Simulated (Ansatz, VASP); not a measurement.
# One calculation of CO2, two programs

```
C O
1.0
    -1.90223    1.90223    2.88751
     1.90223   -1.90223    2.88751
     1.90223    1.90223   -2.88751
C O
2 4
Cartesian
  0.0000 0.0000 0.0000
  0.0000 1.9022 1.4438
  0.6821 0.9511 0.7219
  -0.9511 1.2201 2.1656
  1.2201 0.9511 3.6094
  2.8533 0.6821 -0.7219
```

Change from the starting cell: hydrostatic strain -2.7%.

Alike in both runs: task single point; functional r2SCAN; k mesh 10 × 10 × 10; no spin polarisation.

```csv
,VASP,Ansatz
version,VASP 6.6.1,Ansatz 0.2.0
potentials or method,"VASP PAW PBE potentials, release 64 (C, O)","plane waves, PAW"
plane-wave cutoff (eV),520,500
occupations,"gaussian, width 0.01 eV",fixed
valence electrons in the cell,32,32
```

Ansatz gave:

- gap on the k mesh at the Fermi level (eV): 8.61
- pressure (GPa): 15.8
- traceless stress, the component that is largest in VASP (GPa): 2.94
- rms of the force components (eV/Å): 0.000

**Question.** What did VASP give for the same quantities?

**Answer.** gap on the k mesh at the Fermi level (eV): 8.48; pressure (GPa): 18.5; traceless stress, the component that is largest in VASP (GPa): 2.54; rms of the force components (eV/Å): 0.073.

VASP's potentials were made for PBE, not for r2SCAN. Atom by atom the forces differ by 0.072 eV/Å (rms over components).
